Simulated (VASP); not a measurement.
Here is a VASP 6.6.1 calculation.

The input INCAR:

```
SYSTEM = BiTe
ALGO = Normal ; EDIFF = 1E-7
ENCUT = 520 ; GGA = PS
ISIF = 2 ; ISMEAR = 1
LASPH = .TRUE. ; LCHARG = .FALSE.
LREAL = .FALSE. ; LWAVE = .FALSE.
NBANDS = 18 ; NELM = 100
PREC = Accurate ; SIGMA = 0.1
```

Contents of KPOINTS:

```
k-points
0
G
  14 14 14
  0 0 0
```

Contents of POSCAR:

```
BiTe
1.0
    0.0000000000      3.1056000000      3.2350000000
    3.1056000000      0.0000000000      3.2350000000
    3.1056000000      3.1056000000      0.0000000000
Bi Te
1 1
Direct
    0.0000000000      0.0000000000      0.0000000000
    0.5000000000      0.5000000000      0.5000000000
```

Potentials or basis: VASP PAW PBE potentials, release 64 (Bi_d, Te).

Run with:

```sh
$ cat potpaw_PBE.64/Bi_d/POTCAR potpaw_PBE.64/Te/POTCAR > POTCAR
$ mpirun -np 1 vasp_std > vasp.out
```

Predict the pressure.

3.0 GPa.

Stress tensor (GPa, compression positive):
```
4.47 0.00 0.00
0.00 4.47 0.00
0.00 0.00 0.01
```

Caveat: the cell differs from its parent crystal (strain -0.0400 x Voigt [1, 1, 0, 0, 0, 0]); the PAW data sets were made with another functional, which shifts forces and pressure a little.
